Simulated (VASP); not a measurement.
# PmSb (Fm-3m) in VASP: single point with PBE+U

Aim: the single point of PmSb with PBE+U.

Everything below comes from runs of VASP 6.6.1. Logs are shortened: lines on timing, memory, paths and dates and some standing lists are left out, and cuts for length are marked.

## Step 1: The cell of the first run

It takes space group Fm-3m (No. 225, cubic). The conventional cell has a = 6.340 Å, b = 6.340 Å, c = 6.340 Å, α = 90.00°, β = 90.00°, γ = 90.00°. Pm (site symmetry m-3m) has 6 Sb at 3.17 Å within 4.2 Å. Sb (site symmetry m-3m) has 6 Pm at 3.17 Å within 4.2 Å.

## Step 2: Single point, PBE+U, collinear spin, ferromagnetic start

Input file INCAR:

```
SYSTEM = PmSb
PREC = Accurate
ENCUT = 520
EDIFF = 1E-7
ISMEAR = 0
SIGMA = 0.05
LREAL = .FALSE.
LASPH = .TRUE.
NELM = 150
ALGO = Normal
ISIF = 2
LWAVE = .FALSE.
LCHARG = .FALSE.
ISPIN = 2
MAGMOM = 4 0
LORBIT = 11
LMAXMIX = 6
LDAU = .TRUE.
LDAUTYPE = 2
LDAUL = 3 -1
LDAUU = 6 0
LDAUJ = 0 0
LDAUPRINT = 1
GGA = PE
NBANDS = 21
```

Input file KPOINTS:

```
regular mesh
0
G
  4 4 4
  0 0 0
```

Input file POSCAR:

```
PmSb
1.0
    0.0000000000      3.1700000000      3.1700000000
    3.1700000000      0.0000000000      3.1700000000
    3.1700000000      3.1700000000      0.0000000000
Pm Sb
1 1
Direct
    0.5000000000      0.5000000000      0.5000000000
    0.0000000000      0.0000000000      0.0000000000
```

Potentials or basis: VASP PAW PBE potentials, release 64 (Pm, Sb).

Started as:

```sh
$ cat potpaw_PBE.64/Pm/POTCAR potpaw_PBE.64/Sb/POTCAR > POTCAR
$ mpirun -np 1 vasp_std > vasp.out
```

OUTCAR:

```text
SYSTEM = PmSb
   PREC = Accurate
   ENCUT = 520
   EDIFF = 1E-7
   ISMEAR = 0
   LREAL = .FALSE.
   LASPH = .TRUE.
   NELM = 150
   ISIF = 2
   ISPIN = 2
   LORBIT = 11
   GGA = PE

 ion  position               nearest neighbor table
   1  0.500  0.500  0.500-   2 3.17   2 3.17   2 3.17   2 3.17   2 3.17   2 3.17
   2  0.000  0.000  0.000-   1 3.17   1 3.17   1 3.17   1 3.17   1 3.17   1 3.17

  LATTYP: Found a face centered cubic cell.
 ALAT       =     6.3400000000

  Lattice vectors:

 A1 = (   0.0000000000,   3.1700000000,   3.1700000000)
 A2 = (   3.1700000000,   0.0000000000,   3.1700000000)
 A3 = (   3.1700000000,   3.1700000000,   0.0000000000)

Analysis of symmetry for initial positions (statically):
=====================================================================
 Subroutine PRICEL returns:
 Original cell was already a primitive cell.

 Routine SETGRP: Setting up the symmetry group for a
 face centered cubic supercell.

 Subroutine GETGRP returns: Found 48 space group operations
 (whereof 48 operations were pure point group operations)
 out of a pool of 48 trial point group operations.

The static configuration has the point symmetry O_h .

Analysis of symmetry for dynamics (positions and initial velocities):
=====================================================================
 Subroutine PRICEL returns:
 Original cell was already a primitive cell.

 Routine SETGRP: Setting up the symmetry group for a
 face centered cubic supercell.

 Subroutine GETGRP returns: Found 48 space group operations
 (whereof 48 operations were pure point group operations)
 out of a pool of 48 trial point group operations.

The dynamic configuration has the point symmetry O_h .

Analysis of structural, dynamic, and magnetic symmetry:
=====================================================================
 Subroutine PRICEL returns:
 Original cell was already a primitive cell.

 Routine SETGRP: Setting up the symmetry group for a
 face centered cubic supercell.

 Subroutine GETGRP returns: Found 48 space group operations
 (whereof 48 operations were pure point group operations)
 out of a pool of 48 trial point group operations.

The overall configuration has the point symmetry O_h .

 Subroutine INISYM returns: Found 48 space group operations
 (whereof 48 operations are pure point group operations),
 and found     1 'primitive' translations

----------------------------------------------------------------------------------------

                                     Primitive cell

  volume of cell :      63.7100

  direct lattice vectors                    reciprocal lattice vectors
     0.000000000  3.170000000  3.170000000    -0.157728707  0.157728707  0.157728707
     3.170000000  0.000000000  3.170000000     0.157728707 -0.157728707  0.157728707
[... 109 lines left out ...]
   NGX = 17   NGY = 17   NGZ = 17

atom =   1  type =  1  l = 3

 onsite density matrix

spin component  1

  0.6442  0.0000 -0.2618 -0.0000  0.0000 -0.0000  0.0000
  0.0000  0.0003 -0.0000  0.0000 -0.0000 -0.0000 -0.0000
 -0.2618 -0.0000  0.7794  0.0000 -0.0000 -0.0000  0.0000
 -0.0000  0.0000  0.0000  0.4414  0.0000  0.0000 -0.0000
  0.0000 -0.0000 -0.0000  0.0000  0.7794  0.0000  0.2618
 -0.0000 -0.0000 -0.0000  0.0000  0.0000  0.9821 -0.0000
  0.0000 -0.0000  0.0000 -0.0000  0.2618 -0.0000  0.6442

spin component  2

  0.0023 -0.0000  0.0008  0.0000  0.0000 -0.0000  0.0000
 -0.0000  0.0001  0.0000 -0.0000  0.0000 -0.0000 -0.0000
  0.0008  0.0000  0.0019 -0.0000  0.0000  0.0000 -0.0000
  0.0000 -0.0000 -0.0000  0.0030 -0.0000 -0.0000 -0.0000
  0.0000  0.0000  0.0000 -0.0000  0.0019  0.0000 -0.0008
 -0.0000 -0.0000  0.0000 -0.0000  0.0000  0.0013  0.0000
  0.0000 -0.0000 -0.0000 -0.0000 -0.0008  0.0000  0.0023

 occupancies and eigenvectors

  o =  0.0001  v =  0.0000  0.0000  0.0000  0.0000  0.0000  0.0000  0.0000 -0.0000 -1.0000  0.0000 -0.0000  0.0000 -0.0000  0.0000      0.0000  0.0000  0.0000  0.0000  0.0000  0.0000  0.0000  0.0000  0.0000  0.0000  0.0000  0.0000  0.0000  0.0000
  o =  0.0003  v =  0.0000  1.0000  0.0000 -0.0000  0.0000  0.0000 -0.0000  0.0000  0.0000  0.0000  0.0000  0.0000  0.0000  0.0000      0.0000  0.0000  0.0000  0.0000  0.0000  0.0000  0.0000  0.0000  0.0000  0.0000  0.0000  0.0000  0.0000  0.0000
  o =  0.0013  v =  0.0000  0.0000  0.0000  0.0000  0.0000  0.0000  0.0000 -0.0198  0.0000  0.0255  0.0000  0.7902  0.0001  0.6121      0.0000  0.0000  0.0000  0.0000  0.0000  0.0000  0.0000  0.0000  0.0000  0.0000  0.0000  0.0000  0.0000  0.0000
  o =  0.0013  v =  0.0000  0.0000  0.0000  0.0000  0.0000  0.0000  0.0000  0.6121 -0.0000 -0.7902 -0.0000  0.0255  0.0007  0.0198      0.0000  0.0000  0.0000  0.0000  0.0000  0.0000  0.0000  0.0000  0.0000  0.0000  0.0000  0.0000  0.0000  0.0000
  o =  0.0013  v =  0.0000  0.0000  0.0000  0.0000  0.0000  0.0000  0.0000  0.0004  0.0000 -0.0005 -0.0000  0.0001 -1.0000  0.0001      0.0000  0.0000  0.0000  0.0000  0.0000  0.0000  0.0000  0.0000  0.0000  0.0000  0.0000  0.0000  0.0000  0.0000
  o =  0.0030  v =  0.0000  0.0000  0.0000  0.0000  0.0000  0.0000  0.0000  0.7883 -0.0000  0.6106 -0.0028 -0.0464  0.0000  0.0599      0.0000  0.0000  0.0000  0.0000  0.0000  0.0000  0.0000  0.0000  0.0000  0.0000  0.0000  0.0000  0.0000  0.0000
  o =  0.0030  v =  0.0000  0.0000  0.0000  0.0000  0.0000  0.0000  0.0000  0.0599 -0.0000  0.0464 -0.0092  0.6106 -0.0000 -0.7883      0.0000  0.0000  0.0000  0.0000  0.0000  0.0000  0.0000  0.0000  0.0000  0.0000  0.0000  0.0000  0.0000  0.0000
  o =  0.0030  v =  0.0000  0.0000  0.0000  0.0000  0.0000  0.0000  0.0000 -0.0027  0.0000 -0.0021 -1.0000 -0.0055  0.0000  0.0071      0.0000  0.0000  0.0000  0.0000  0.0000  0.0000  0.0000  0.0000  0.0000  0.0000  0.0000  0.0000  0.0000  0.0000
  o =  0.4414  v = -0.7906  0.0000 -0.6124 -0.0000  0.0000 -0.0000  0.0000  0.0000  0.0000  0.0000  0.0000  0.0000  0.0000  0.0000      0.0000  0.0000  0.0000  0.0000  0.0000  0.0000  0.0000  0.0000  0.0000  0.0000  0.0000  0.0000  0.0000  0.0000
  o =  0.4414  v =  0.0000  0.0000 -0.0000  0.9967 -0.0497  0.0000  0.0642  0.0000  0.0000  0.0000  0.0000  0.0000  0.0000  0.0000      0.0000  0.0000  0.0000  0.0000  0.0000  0.0000  0.0000  0.0000  0.0000  0.0000  0.0000  0.0000  0.0000  0.0000
  o =  0.4414  v =  0.0000  0.0000 -0.0000 -0.0812 -0.6104  0.0000  0.7880  0.0000  0.0000  0.0000  0.0000  0.0000  0.0000  0.0000      0.0000  0.0000  0.0000  0.0000  0.0000  0.0000  0.0000  0.0000  0.0000  0.0000  0.0000  0.0000  0.0000  0.0000
  o =  0.9821  v =  0.0000  0.0000 -0.0000  0.0000 -0.4661 -0.8077 -0.3610  0.0000  0.0000  0.0000  0.0000  0.0000  0.0000  0.0000      0.0000  0.0000  0.0000  0.0000  0.0000  0.0000  0.0000  0.0000  0.0000  0.0000  0.0000  0.0000  0.0000  0.0000
  o =  0.9821  v =  0.0000  0.0000  0.0000 -0.0000  0.6386 -0.5896  0.4946  0.0000  0.0000  0.0000  0.0000  0.0000  0.0000  0.0000      0.0000  0.0000  0.0000  0.0000  0.0000  0.0000  0.0000  0.0000  0.0000  0.0000  0.0000  0.0000  0.0000  0.0000
  o =  0.9821  v = -0.6124  0.0000  0.7906  0.0000 -0.0000  0.0000 -0.0000  0.0000  0.0000  0.0000  0.0000  0.0000  0.0000  0.0000      0.0000  0.0000  0.0000  0.0000  0.0000  0.0000  0.0000  0.0000  0.0000  0.0000  0.0000  0.0000  0.0000  0.0000

 number of electron      19.9999997 magnetization       4.2908948

 Free energy of the ion-electron system (eV)
  ---------------------------------------------------
  ext. energy  EPLUGINS =         0.00000000
  ---------------------------------------------------
  free energy    TOTEN  =       -11.38909189 eV

  energy without entropy =      -11.36380976  energy(sigma->0) =      -11.37645082

 E-fermi :   5.8279     XC(G=0):  -9.6783

 val. band max:        5.8145377546   @ k =   0.5000   0.2500   0.0000
 cond. band min:       5.8297462826   @ k =   0.2500   0.2500   0.0000
 fundamental gap:      0.0152085281
 Fermi energy:         5.8279320184

 spin component 1

 k-point     1 :       0.0000    0.0000    0.0000
  band No.  band energies     occupation
      1     -32.8302      1.00000
      2     -13.0977      1.00000
      3     -13.0977      1.00000
      4     -13.0977      1.00000
      5      -3.3040      1.00000
      6       2.0659      1.00000
[... 181 lines left out ...]
     20      10.6479      0.00000
     21      14.3912      0.00000
 Fermi energy:         5.8279320184

 spin component 2

 k-point     1 :       0.0000    0.0000    0.0000
  band No.  band energies     occupation
      1     -30.8285      1.00000
      2     -11.6836      1.00000
      3     -11.6836      1.00000
      4     -11.6836      1.00000
      5      -3.3189      1.00000
      6       6.6728      0.00000
[... 181 lines left out ...]
     20      11.6798      0.00000
     21      14.6578      0.00000

------------------------ aborting loop because EDIFF is reached ----------------------------------------

  FORCE on cell =-STRESS in cart. coord.  units (eV):
  Direction    XX          YY          ZZ          XY          YZ          ZX
  --------------------------------------------------------------------------------------
  -------------------------------------------------------------------------------------
  Total        1.0859656      1.0859656      1.0859656     -0.0000000      0.0000000      0.0000000
  in kB       27.3098207     27.3098207     27.3098207     -0.0000000      0.0000000      0.0000000
  external PRESSURE =      27.3098207 kB  Pullay stress =       0.0000000 kB

 VOLUME and BASIS-vectors are now :
 -----------------------------------------------------------------------------
  energy-cutoff  :      520.00
  volume of cell :       63.71
      direct lattice vectors                 reciprocal lattice vectors
     0.000000000  3.170000000  3.170000000    -0.157728707  0.157728707  0.157728707
     3.170000000  0.000000000  3.170000000     0.157728707 -0.157728707  0.157728707
     3.170000000  3.170000000  0.000000000     0.157728707  0.157728707 -0.157728707

 POSITION                                       TOTAL-FORCE (eV/Angst)
 -----------------------------------------------------------------------------------
      3.17000      3.17000      3.17000         0.000000      0.000000     -0.000000
      0.00000      0.00000      0.00000        -0.000000     -0.000000      0.000000
 -----------------------------------------------------------------------------------
    total drift:                                0.000000      0.000000      0.000000

  FREE ENERGIE OF THE ION-ELECTRON SYSTEM (eV)
  ---------------------------------------------------
  free  energy   TOTEN  =       -11.3890918865 eV

  energy  without entropy=      -11.3638097575  energy(sigma->0) =      -11.37645082

 total charge

# of ion       s       p       d       f       tot
--------------------------------------------------
    1        2.005   5.561   0.472   4.279  12.317
    2        1.129   1.420   0.010   0.000   2.559
--------------------------------------------------
tot          3.134   6.981   0.482   4.279  14.876

 magnetization (x)

# of ion       s       p       d       f       tot
--------------------------------------------------
    1       -0.016   0.003   0.035   4.254   4.276
    2       -0.007  -0.066   0.002   0.000  -0.072
--------------------------------------------------
tot         -0.023  -0.063   0.037   4.254   4.204
```

Wall time 48 s (1 thread of Intel Xeon Platinum 8488C (Sapphire Rapids), shared host); peak memory 0.25 GiB.

Results:

```
Free energy                                           : -11.3891 eV
Pressure                                              : 2.7 GPa
Net moment                                            : 4.29 μB per cell
Site moments                                          : Pm +4.28; Sb -0.07 μB
Valence electrons inside the program's atomic spheres : Pm 12.32; Sb 2.56
```

Eigenvalues of the final occupation matrices:
```csv
site,spin,trace,eigenvalues
site 1 f,1,4.27,0.00 0.44 0.44 0.44 0.98 0.98 0.98
site 1 f,2,0.01,0.00 0.00 0.00 0.00 0.00 0.00 0.00
```

Caveat: the k points lie up to 0.43 Å⁻¹ apart; the magnetic or orbital state may not be the lowest; spin-orbit coupling is left out, which moves the levels of the heavy elements; the U is typed as a test and isn't derived for this compound. The state reached can hang on the start; a lower one may exist.
